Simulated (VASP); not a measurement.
# Hf (P6_3/mmc) in VASP: a series of runs, part 2 of 2

VASP 6.6.1.

### Step 5. Single point, PBE (zz strain of -2 %)

INCAR

```
  PREC = Accurate
  ENCUT = 520
  EDIFF = 1E-6
  ISMEAR = -1
  SIGMA = 0.05
  LREAL = F
  LASPH = T
  NELM = 100
  ALGO = Normal
  ISIF = 2
  LWAVE = F
  LCHARG = F
  GGA = PE
  NBANDS = 17
```

KPOINTS

```
regular mesh
0
Gamma
  13 13 7
```

POSCAR

```
Hf
1.0
    3.1966985242      0.0000000000      0.0000000000
   -1.5983492621      2.7684221302      0.0000000000
    0.0000000000      0.0000000000      4.9566440000
Hf
2
Direct
    0.3333333333      0.6666666667      0.2500000000
    0.6666666667      0.3333333333      0.7500000000
```

Potentials or basis: VASP PAW PBE potentials, release 64 (Hf_pv).

Started as:

```sh
$ cat potpaw_PBE.64/Hf_pv/POTCAR > POTCAR
$ mpirun -np 1 vasp_std > vasp.out
```

OUTCAR:

```text
PREC = Accurate
   ENCUT = 520
   EDIFF = 1E-6
   ISMEAR = -1
   LREAL = F
   LASPH = T
   NELM = 100
   ISIF = 2
   GGA = PE

 ion  position               nearest neighbor table
   1  0.333  0.667  0.250-   2 3.09   2 3.09   2 3.09   2 3.09   2 3.09   2 3.09
   2  0.667  0.333  0.750-   1 3.09   1 3.09   1 3.09   1 3.09   1 3.09   1 3.09

  LATTYP: Found a hexagonal cell.
 ALAT       =     3.1966985242
 C/A-ratio  =     1.5505509708

  Lattice vectors:

 A1 = (   3.1966985242,   0.0000000000,   0.0000000000)
 A2 = (  -1.5983492621,   2.7684221302,   0.0000000000)
 A3 = (   0.0000000000,   0.0000000000,   4.9566440000)

Analysis of symmetry for initial positions (statically):
=====================================================================
 Subroutine PRICEL returns:
 Original cell was already a primitive cell.

 Routine SETGRP: Setting up the symmetry group for a
 hexagonal supercell.

 Subroutine GETGRP returns: Found 24 space group operations
 (whereof 12 operations were pure point group operations)
 out of a pool of 24 trial point group operations.

The static configuration has the point symmetry D_3d.
 The point group associated with its full space group is D_6h.

Analysis of symmetry for dynamics (positions and initial velocities):
=====================================================================
 Subroutine PRICEL returns:
 Original cell was already a primitive cell.

 Routine SETGRP: Setting up the symmetry group for a
 hexagonal supercell.

 Subroutine GETGRP returns: Found 24 space group operations
 (whereof 12 operations were pure point group operations)
 out of a pool of 24 trial point group operations.

The dynamic configuration has the point symmetry D_3d.
 The point group associated with its full space group is D_6h.

 Subroutine INISYM returns: Found 24 space group operations
[... 106 lines left out ...]
   TEBEG  =    0.0;   TEEND  =   0.0 temperature during run
   PSTRESS=    0.0 pullay stress
   NELECT =      20.0000    total number of electrons
   NUPDOWN=      -1.0000    fix difference up-down
   EMIN   =  10.00;   EMAX   =-10.00  energy-range for DOS
   EFERMI =   0.00;   METHOD = LEGACY
   ISMEAR =    -1;   SIGMA  =   0.05  broadening in eV -4-tet -1-fermi 0-gaus
   EFERMI_NEDOS =   21; number of points for ismear=-14 and -15
   IALGO  =     38    algorithm
   IMIX   =      4    mixing-type and parameters
     AMIX     =   0.40;   BMIX     =  1.00
     AMIX_MAG =   1.60;   BMIX_MAG =  1.00
  volume/ion in A,a.u.               =      21.93       148.01
  Fermi-wavevector in a.u.,A,eV,Ry     =   1.260020  2.381093 21.601310  1.587652
  Thomas-Fermi vector in A             =   2.393551
   LORBIT       =      0    0 simple, 1 ext, 2 COOP (PROOUT), +10 PAW based schemes
   GGA     = PE    functional components
   LHFCALC =     F    Hartree Fock is set to
   AEXX    =    0.0000 exact exchange contribution
   IVDW    =     0    specifies the selected vdW correction
   LEPSILON=     F    determine dielectric tensor
   LRPA    =     F    only Hartree local field effects (RPA)
 non-spin polarized calculation
  energy-cutoff  :      520.00
  volume of cell :       43.87
 maximum number of plane-waves:      1194
 NGX is ok and might be reduce to    24
   NGX = 11   NGY = 11   NGZ = 19

 number of electron      20.0000001 magnetization

 Free energy of the ion-electron system (eV)
  ---------------------------------------------------
  ext. energy  EPLUGINS =         0.00000000
  ---------------------------------------------------
  free energy    TOTEN  =       -19.84263676 eV

  energy without entropy =      -19.82997543  energy(sigma->0) =      -19.83630610

 E-fermi :   5.0677     XC(G=0): -11.3733

 val. band max:        5.0668933142   @ k =   0.3077   0.2308   0.4286
 cond. band min:       5.0940981410   @ k =   0.1538   0.0000   0.0000
 fundamental gap:      0.0272048268
 Fermi energy:         5.0677041209

 k-point     1 :       0.0000    0.0000    0.0000
  band No.  band energies     occupation
      1     -26.0317      2.00000
      2     -25.2394      2.00000
      3     -25.2394      2.00000
      4     -25.0885      2.00000
      5     -25.0885      2.00000
      6     -25.0673      2.00000
[... 457 lines left out ...]
      4     -25.2574      2.00000
      5     -25.1130      2.00000
      6     -25.1129      2.00000
[... 9 lines left out ...]
     16       7.9777      0.00000
     17      10.9540      0.00000

 [... further k-points ...]
[... 5 lines left out ...]
  --------------------------------------------------------------------------------------
  -------------------------------------------------------------------------------------
  Total        0.5088891      0.5088891      1.2539027      0.0000000      0.0000000     -0.0000000
  in kB       18.5871173     18.5871173     45.7986531      0.0000000      0.0000000     -0.0000000
  external PRESSURE =      27.6576293 kB  Pullay stress =       0.0000000 kB

 VOLUME and BASIS-vectors are now :
 -----------------------------------------------------------------------------
  energy-cutoff  :      520.00
  volume of cell :       43.87
      direct lattice vectors                 reciprocal lattice vectors
     3.196698524  0.000000000  0.000000000     0.312822743  0.180608295  0.000000000
    -1.598349262  2.768422130  0.000000000     0.000000000  0.361216589  0.000000000
     0.000000000  0.000000000  4.956644000     0.000000000  0.000000000  0.201749409

 POSITION                                       TOTAL-FORCE (eV/Angst)
 -----------------------------------------------------------------------------------
     -0.00000      1.84561      1.23916         0.000000      0.000000      0.000000
      1.59835      0.92281      3.71748         0.000000     -0.000000      0.000000
 -----------------------------------------------------------------------------------
    total drift:                               -0.000000      0.000000     -0.000000

  FREE ENERGIE OF THE ION-ELECTRON SYSTEM (eV)
  ---------------------------------------------------
  free  energy   TOTEN  =       -19.8426367626 eV

  energy  without entropy=      -19.8299754297  energy(sigma->0) =      -19.83630610
```

stdout:

```text
POSCAR found type information on POSCAR Hf
 POSCAR found :  1 types and       2 ions
 scaLAPACK will be used
 LDA part: xc-table for (Slater+PW92), standard interpolation
 POSCAR, INCAR and KPOINTS ok, starting setup
 FFT: planning ... GRIDC
 FFT: planning ... GRID_SOFT
 FFT: planning ... GRID
 WAVECAR not read
 entering main loop
```

It took 72 s on 1 thread of Intel Xeon 8259CL, shared host; peak memory 0.19 GiB.

Results:

| Property | Result |
| --- | --- |
| Free energy | -19.8426 eV |
| Pressure | 2.8 GPa |
| Band gap on the k mesh | zero (band 10 reaches 6.19 eV, above the bottom of band 11 at 4.65 eV) |

Levels at points of the mesh, in eV from the Fermi level:
| k point | band 8 | band 9 | band 10 | band 11 | band 12 | band 13 |
| --- | --- | --- | --- | --- | --- | --- |
| (0.00, 0.00, 0.00) | -3.74 | 0.88 | 1.13 | 1.13 | 1.66 | 2.02 |

Caveat: the cell differs from its parent crystal (zz strain of -2 %); spin-orbit coupling is left out, which moves the levels of the heavy elements.

### Step 6. Overview

```csv
cell,gap on the mesh (eV),pressure (GPa)
"a = 3.293, b = 3.293, c = 5.058 Å, angles 90.0, 90.0, 120.0°, 2 atoms",none,-5.4
"a = 3.101, b = 3.101, c = 5.058 Å, angles 90.0, 90.0, 120.0°, 2 atoms",none,7.6
"a = 3.197, b = 3.197, c = 4.906 Å, angles 90.0, 90.0, 120.0°, 2 atoms",none,4.1
"a = 3.197, b = 3.197, c = 4.957 Å, angles 90.0, 90.0, 120.0°, 2 atoms",none,2.8
```

Alike in all rows: task single point; level PBE; potentials or basis VASP PAW PBE potentials, release 64 (Hf_pv); no spin polarisation; k mesh 13 × 13 × 7; cutoff (eV) 520; smearing fermi-dirac 0.05 eV.

Caveats: spin-orbit coupling is left out, which moves the levels of the heavy elements.

Absolute energies hang on the potentials; compare differences alone.
